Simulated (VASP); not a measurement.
# NdAgO4 (Cmmm) in VASP: single point with PBE

Aim: the single point of NdAgO4 with PBE.

Program: VASP 6.6.1. These are calculated values, not measurements. Logs are shortened: lines on timing, memory, paths and dates and some standing lists are left out, and cuts for length are marked.

## 1. The cell of the first run

The structure is orthorhombic, space group Cmmm (No. 65). Conventional cell: a = 5.258 Å, b = 6.008 Å, c = 5.076 Å, α = 90.00°, β = 90.00°, γ = 90.00°. Within 3.0 Å of Nd (site symmetry mmm) lie 6 O at 2.28 to 2.73 Å. Ag (site symmetry mmm) has 8 O at 2.00 to 2.64 Å within 2.7 Å. Within 1.9 Å of O (site symmetry m2m) lie 1 O at 1.44 Å. O (site symmetry 2/m) has 2 Ag at 2.00 Å and 2 O at 2.63 Å within 2.7 Å.

## 2. Single point, PBE

File POSCAR:

```
NdAgO4
1.0
    2.6287885857     -3.0038575276      0.0000000000
    2.6287885857      3.0038575276      0.0000000000
    0.0000000000      0.0000000000      5.0760287896
Nd Ag O
1 1 4
Direct
    0.0000000000      0.0000000000      0.0000000000
    0.5000000000      0.5000000000      0.5000000000
    0.6198294603      0.3801705397      0.0000000000
    0.3801705397      0.6198294603      0.0000000000
    0.5000000000      0.0000000000      0.5000000000
    0.0000000000      0.5000000000      0.5000000000
```

File INCAR.step1:

```
SYSTEM = NdAgO4
ALGO = Normal
EDIFF = 1E-6
ENCUT = 520
GGA = PE
GGA_COMPAT = .FALSE.
ISIF = 2
ISMEAR = 0
LASPH = .TRUE.
LCHARG = .TRUE.
LMAXMIX = 6
LORBIT = 11
LREAL = .FALSE.
LWAVE = .FALSE.
NBANDS = 32
NEDOS = 2001
NELM = 200
PREC = Accurate
SIGMA = 0.1
```

File KPOINTS.step1:

```
k-points
0
G
  10 10 8
  0 0 0
```

File INCAR.step2:

```
SYSTEM = NdAgO4
ALGO = Normal
EDIFF = 1E-6
ENCUT = 520
GGA = PE
GGA_COMPAT = .FALSE.
ICHARG = 11
ISIF = 2
ISMEAR = -5
LASPH = .TRUE.
LCHARG = .FALSE.
LMAXMIX = 6
LORBIT = 10
LREAL = .FALSE.
LWAVE = .FALSE.
NEDOS = 2001
NELM = 200
PREC = Accurate
SIGMA = 0.1
```

File KPOINTS.step2:

```
k-points
0
G
  15 15 12
  0 0 0
```

Potentials or basis: VASP PAW PBE potentials, release 64 (Nd_3, Ag, O), 4f in core.

Command:

```
$ cat potpaw_PBE.64/Nd_3/POTCAR potpaw_PBE.64/Ag/POTCAR potpaw_PBE.64/O/POTCAR > POTCAR
$ cp INCAR.step1 INCAR
$ cp KPOINTS.step1 KPOINTS
$ mpirun -np 1 vasp_std > vasp.out
$ cp INCAR.step2 INCAR
$ cp KPOINTS.step2 KPOINTS
$ mpirun -np 1 vasp_std > vasp.out
```

OUTCAR:

```text
SYSTEM = NdAgO4
   EDIFF = 1E-6
   ENCUT = 520
   GGA = PE
   ICHARG = 11
   ISIF = 2
   ISMEAR = -5
   LASPH = .TRUE.
   LORBIT = 10
   LREAL = .FALSE.
   NELM = 200
   PREC = Accurate

 ion  position               nearest neighbor table
   1  0.000  0.000  0.000-   3 2.28   4 2.28   3 2.73   4 2.73   3 2.73   4 2.73   2 3.65   2 3.65
                             2 3.65   2 3.65
   2  0.500  0.500  0.500-   5 2.00   6 2.00   5 2.00   6 2.00   3 2.64   4 2.64   3 2.64   4 2.64
                             1 3.65   1 3.65   1 3.65   1 3.65
   3  0.620  0.380  0.000-   4 1.44   1 2.28   2 2.64   2 2.64   1 2.73   1 2.73
   4  0.380  0.620  0.000-   3 1.44   1 2.28   2 2.64   2 2.64   1 2.73   1 2.73
   5  0.500  0.000  0.500-   2 2.00   2 2.00
   6  0.000  0.500  0.500-   2 2.00   2 2.00

  LATTYP: Found a base centered orthorhombic cell.
 ALAT       =     5.2575771714
 B/A-ratio  =     1.1426774842
 C/A-ratio  =     0.9654691932

  Lattice vectors:

 A1 = (   2.6287885857,  -3.0038575276,   0.0000000000)
 A2 = (   2.6287885857,   3.0038575276,   0.0000000000)
 A3 = (   0.0000000000,   0.0000000000,   5.0760287896)

Analysis of symmetry for initial positions (statically):
=====================================================================
 Subroutine PRICEL returns:
 Original cell was already a primitive cell.

 Routine SETGRP: Setting up the symmetry group for a
 base centered orthorhombic supercell.

 Subroutine GETGRP returns: Found  8 space group operations
 (whereof  8 operations were pure point group operations)
 out of a pool of  8 trial point group operations.

The static configuration has the point symmetry D_2h.

Analysis of symmetry for dynamics (positions and initial velocities):
=====================================================================
 Subroutine PRICEL returns:
 Original cell was already a primitive cell.

 Routine SETGRP: Setting up the symmetry group for a
 base centered orthorhombic supercell.

 Subroutine GETGRP returns: Found  8 space group operations
 (whereof  8 operations were pure point group operations)
 out of a pool of  8 trial point group operations.

The dynamic configuration has the point symmetry D_2h.

 Subroutine INISYM returns: Found  8 space group operations
 (whereof  8 operations are pure point group operations),
 and found     1 'primitive' translations

----------------------------------------------------------------------------------------

                                     Primitive cell

  volume of cell :      80.1658

  direct lattice vectors                    reciprocal lattice vectors
     2.628788586 -3.003857528  0.000000000     0.190201678 -0.166452635  0.000000000
     2.628788586  3.003857528  0.000000000     0.190201678  0.166452635  0.000000000
     0.000000000  0.000000000  5.076028790     0.000000000  0.000000000  0.197004399

  length of vectors
     3.991702578  3.991702578  5.076028790     0.252751178  0.252751178  0.197004399

  position of ions in fractional coordinates (direct lattice)
     0.000000000  0.000000000  0.000000000
     0.500000000  0.500000000  0.500000000
     0.619829460  0.380170540  0.000000000
     0.380170540  0.619829460  0.000000000
     0.500000000  0.000000000  0.500000000
     0.000000000  0.500000000  0.500000000

  ion indices of the primitive-cell ions
   primitive index   ion index
                 1           1
                 2           2
                 3           3
                 4           4
                 5           5
                 6           6

----------------------------------------------------------------------------------------

 KPOINTS: k-points

Automatic generation of k-mesh.
 Grid dimensions read from file:
 generate k-points for:   15   15   12

 Generating k-lattice:

  Cartesian coordinates                     Fractional coordinates (reciprocal lattice)
     0.012680112 -0.011096842  0.000000000     0.066666667 -0.000000000  0.000000000
     0.012680112  0.011096842  0.000000000    -0.000000000  0.066666667  0.000000000
     0.000000000  0.000000000  0.016417033     0.000000000  0.000000000  0.083333333

  Length of vectors
     0.016850079  0.016850079  0.016417033

  Shift w.r.t. Gamma in fractional coordinates (k-lattice)
     0.000000000  0.000000000  0.000000000

 TETIRR: Found   4050 inequivalent tetrahedra from    16200

 Subroutine IBZKPT returns following result:
 ===========================================

 Found    448 irreducible k-points:

 Following reciprocal coordinates:
            Coordinates               Weight
  0.000000  0.000000  0.000000      1.000000
  0.066667  0.000000  0.000000      4.000000
  0.133333  0.000000  0.000000      4.000000
  0.200000  0.000000  0.000000      4.000000
  0.266667  0.000000  0.000000      4.000000
  0.333333  0.000000  0.000000      4.000000
[... 16 lines left out ...]
  0.133333  0.133333  0.000000      2.000000
  0.200000  0.133333  0.000000      4.000000
 [... further k-points ...]
   k-points           NKPTS =    448   k-points in BZ     NKDIM =    448   number of bands    NBANDS=     27
   number of dos      NEDOS =   2001   number of ions     NIONS =      6
   total plane-waves  NPLWV =  36000
   dimension x,y,z NGX =    30 NGY =   30 NGZ =   40
   dimension x,y,z NGXF=    60 NGYF=   60 NGZF=   80
   ions per type =               1   1   4
   NGX,Y,Z   is equivalent  to a cutoff of  12.49, 12.49, 13.10 a.u.
   NGXF,Y,Z  is equivalent  to a cutoff of  24.99, 24.99, 26.20 a.u.
 SYSTEM =  NdAgO4
   PREC   = accura    normal or accurate (medium, high low for compatibility)
   ISTART =      0    job   : 0-new  1-cont  2-samecut
   ICHARG =     11    charge: 1-file 2-atom 10-const
   ISPIN  =      1    spin polarized calculation?
   LNONCOLLINEAR =      F non collinear calculations
   LSORBIT =      F    spin-orbit coupling
   LASPH  =      T    aspherical Exc in radial PAW
   ENCUT  =  520.0 eV  38.22 Ry    6.18 a.u.   7.42  7.42  9.44*2*pi/ulx,y,z
   NELM   =    200;   NELMIN=  2; NELMDL=  0     # of ELM steps
   EDIFF  = 0.1E-05   stopping-criterion for ELM
   LREAL  =      F    real-space projection
   EDIFFG = 0.1E-04   stopping-criterion for IOM
   NSW    =      0    number of steps for IOM
   IBRION =     -1    ionic relax: 0-MD 1-quasi-New 2-CG
   NFREE  =      0    steps in history (QN), initial steepest desc. (CG)
   ISIF   =      2    stress and relaxation
   ISYM   =      2    0-nonsym 1-usesym 2-fastsym
   POTIM  = 0.5000    time-step for ionic-motion
   TEBEG  =    0.0;   TEEND  =   0.0 temperature during run
   PSTRESS=    0.0 pullay stress
   NELECT =      46.0000    total number of electrons
   NUPDOWN=      -1.0000    fix difference up-down
   EMIN   =  10.00;   EMAX   =-10.00  energy-range for DOS
   EFERMI =   0.00;   METHOD = LEGACY
   ISMEAR =    -5;   SIGMA  =   0.10  broadening in eV -4-tet -1-fermi 0-gaus
   EFERMI_NEDOS =   21; number of points for ismear=-14 and -15
   IALGO  =     38    algorithm
   IMIX   =      4    mixing-type and parameters
     AMIX     =   0.40;   BMIX     =  1.00
     AMIX_MAG =   1.60;   BMIX_MAG =  1.00
  volume/ion in A,a.u.               =      13.36        90.16
  Fermi-wavevector in a.u.,A,eV,Ry     =   1.360393  2.570770 25.179886  1.850669
  Thomas-Fermi vector in A             =   2.487059
   LORBIT       =     10    0 simple, 1 ext, 2 COOP (PROOUT), +10 PAW based schemes
   GGA     = PE    functional components
   LHFCALC =     F    Hartree Fock is set to
   AEXX    =    0.0000 exact exchange contribution
   IVDW    =     0    specifies the selected vdW correction
   LEPSILON=     F    determine dielectric tensor
   LRPA    =     F    only Hartree local field effects (RPA)
 non-spin polarized calculation
 Fermi weights with tetrahedron method with Bloechl corrections
  energy-cutoff  :      520.00
  volume of cell :       80.17
 maximum number of plane-waves:      2183
 NGX is ok and might be reduce to    30

 number of electron      45.9999999 magnetization

 Free energy of the ion-electron system (eV)
  ---------------------------------------------------
  ext. energy  EPLUGINS =         0.00000000
  ---------------------------------------------------
  free energy    TOTEN  =       -32.25846173 eV

  energy without entropy =      -32.25846173  energy(sigma->0) =      -32.25846173

 E-fermi :   3.8848     XC(G=0): -10.8846

 val. band max:        3.8940763559   @ k =  -0.4667   0.3333   0.0000
 cond. band min:       3.8631008804   @ k =   0.2667   0.0000   0.0833
 fundamental gap:     -0.0309754756
 Fermi energy:         3.8848434973

 k-point     1 :       0.0000    0.0000    0.0000
  band No.  band energies     occupation
      1     -34.3734      2.00000
      2     -18.4530      2.00000
      3     -15.7871      2.00000
      4     -15.3269      2.00000
      5     -15.3021      2.00000
      6     -13.5015      2.00000
[... 19 lines left out ...]
     26       7.3768      0.00000
     27       7.4937      0.00000

 k-point     2 :       0.0667    0.0000    0.0000
  band No.  band energies     occupation
      1     -34.3725      2.00000
      2     -18.4748      2.00000
      3     -15.7639      2.00000
      4     -15.3255      2.00000
      5     -15.2903      2.00000
      6     -13.4848      2.00000
[... 19 lines left out ...]
     26       7.4749      0.00000
     27       7.5040      0.00000

 k-point     3 :       0.1333    0.0000    0.0000
  band No.  band energies     occupation
      1     -34.3699      2.00000
      2     -18.5347      2.00000
      3     -15.7007      2.00000
      4     -15.3215      2.00000
      5     -15.2551      2.00000
      6     -13.4369      2.00000
[... 19 lines left out ...]
     26       7.5286      0.00000
     27       7.7306      0.00000

 k-point     4 :       0.2000    0.0000    0.0000
  band No.  band energies     occupation
      1     -34.3661      2.00000
      2     -18.6187      2.00000
      3     -15.6143      2.00000
      4     -15.3156      2.00000
      5     -15.1976      2.00000
      6     -13.3648      2.00000
[... 19 lines left out ...]
     26       7.5474      0.00000
     27       7.7184      0.00000

 k-point     5 :       0.2667    0.0000    0.0000
  band No.  band energies     occupation
      1     -34.3618      2.00000
      2     -18.7097      2.00000
      3     -15.5248      2.00000
      4     -15.3089      2.00000
      5     -15.1214      2.00000
      6     -13.2788      2.00000
[... 19 lines left out ...]
     26       7.5421      0.00000
     27       7.7152      0.00000

 k-point     6 :       0.3333    0.0000    0.0000
  band No.  band energies     occupation
      1     -34.3576      2.00000
      2     -18.7923      2.00000
      3     -15.4488      2.00000
      4     -15.3024      2.00000
      5     -15.0366      2.00000
      6     -13.1919      2.00000
[... 444 lines left out ...]
      1     -34.3692      2.00000
      2     -18.5590      2.00000
      3     -15.5564      2.00000
      4     -15.3203      2.00000
      5     -15.3094      2.00000
      6     -13.4356      2.00000
[... 19 lines left out ...]
     26       7.4771      0.00000
     27       7.5173      0.00000

 k-point    22 :      -0.0667    0.0667    0.0000
  band No.  band energies     occupation
      1     -34.3717      2.00000
      2     -18.5008      2.00000
      3     -15.6718      2.00000
      4     -15.3241      2.00000
      5     -15.3136      2.00000
      6     -13.4759      2.00000
[... 19 lines left out ...]
     26       7.4027      0.00000
     27       7.4973      0.00000

 k-point    23 :       0.1333    0.1333    0.0000
  band No.  band energies     occupation
      1     -34.3662      2.00000
      2     -18.5641      2.00000
      3     -15.8904      2.00000
      4     -15.3159      2.00000
      5     -15.1275      2.00000
      6     -13.3395      2.00000
[... 19 lines left out ...]
     26       7.6256      0.00000
     27       8.4449      0.00000

 k-point    24 :       0.2000    0.1333    0.0000
  band No.  band energies     occupation
      1     -34.3625      2.00000
      2     -18.6136      2.00000
      3     -15.9123      2.00000
      4     -15.3101      2.00000
      5     -15.0731      2.00000
      6     -13.2509      2.00000
[... 19 lines left out ...]
     26       7.6690      0.00000
     27       8.4811      0.00000

 [... further k-points ...]

------------------------ aborting loop because EDIFF is reached ----------------------------------------

  FORCE on cell =-STRESS in cart. coord.  units (eV):
  Direction    XX          YY          ZZ          XY          YZ          ZX
  --------------------------------------------------------------------------------------
  -------------------------------------------------------------------------------------
  Total       -0.1476105      0.2355025     -0.2734651      0.0000000      0.0000000      0.0000000
  in kB       -2.9501142      4.7067050     -5.4654185      0.0000000      0.0000000      0.0000000
  external PRESSURE =      -1.2362759 kB  Pullay stress =       0.0000000 kB

 VOLUME and BASIS-vectors are now :
 -----------------------------------------------------------------------------
  energy-cutoff  :      520.00
  volume of cell :       80.17
      direct lattice vectors                 reciprocal lattice vectors
     2.628788586 -3.003857528  0.000000000     0.190201678 -0.166452635  0.000000000
     2.628788586  3.003857528  0.000000000     0.190201678  0.166452635  0.000000000
     0.000000000  0.000000000  5.076028790     0.000000000  0.000000000  0.197004399

 POSITION                                       TOTAL-FORCE (eV/Angst)
 -----------------------------------------------------------------------------------
      0.00000      0.00000      0.00000        -0.000000      0.000000      0.000000
      2.62879      0.00000      2.53801         0.000000      0.000000      0.000000
      2.62879     -0.71990      0.00000        -0.000000     -0.208936      0.000000
      2.62879      0.71990      0.00000        -0.000000      0.208936      0.000000
      1.31439     -1.50193      2.53801        -0.000000      0.000000      0.000000
      1.31439      1.50193      2.53801        -0.000000      0.000000      0.000000
 -----------------------------------------------------------------------------------
    total drift:                                0.000000      0.000000     -0.000000

  FREE ENERGIE OF THE ION-ELECTRON SYSTEM (eV)
  ---------------------------------------------------
  free  energy   TOTEN  =       -32.2584617296 eV

  energy  without entropy=      -32.2584617296  energy(sigma->0) =      -32.25846173

 total charge

# of ion       s       p       d       tot
------------------------------------------
    1        2.040   5.852   0.566   8.458
    2        0.392   0.466   9.046   9.903
    3        1.575   3.388   0.000   4.963
    4        1.575   3.388   0.000   4.963
    5        1.571   3.335   0.000   4.905
    6        1.571   3.335   0.000   4.905
--------------------------------------------------
tot          8.724  19.763   9.612  38.099
```

Wall time 15 min (1 thread of AMD EPYC 7R13 (Zen 3), shared host); peak memory 0.89 GiB.

Results:

| Quantity | Value |
| --- | --- |
| Valence electrons inside the program's atomic spheres | Nd 8.46; Ag 9.90; O 4.96, 4.91 (each value once) |

Levels at points of the mesh, in eV from the Fermi level:
| k point | band 19 | band 20 | band 21 | band 22 | band 23 | band 24 | band 25 | band 26 | band 27 |
| --- | --- | --- | --- | --- | --- | --- | --- | --- | --- |
| (0.00, 0.00, 0.00) | -2.42 | -1.68 | -1.38 | -1.20 | -0.61 | -0.21 | 2.82 | 3.49 | 3.61 |
| (0.00, 0.00, 0.50) | -2.42 | -2.00 | -1.51 | -0.74 | -0.68 | -0.30 | 3.60 | 3.93 | 4.92 |

Caveat: spin-orbit coupling is left out, which moves the levels of the heavy elements; the 4f electrons are frozen in the core, so they carry no moment and show no levels; the run has no spin polarisation, though such a crystal can be magnetic. Spin polarisation is off, so any magnetic state and its effect on volume and gap are missing.
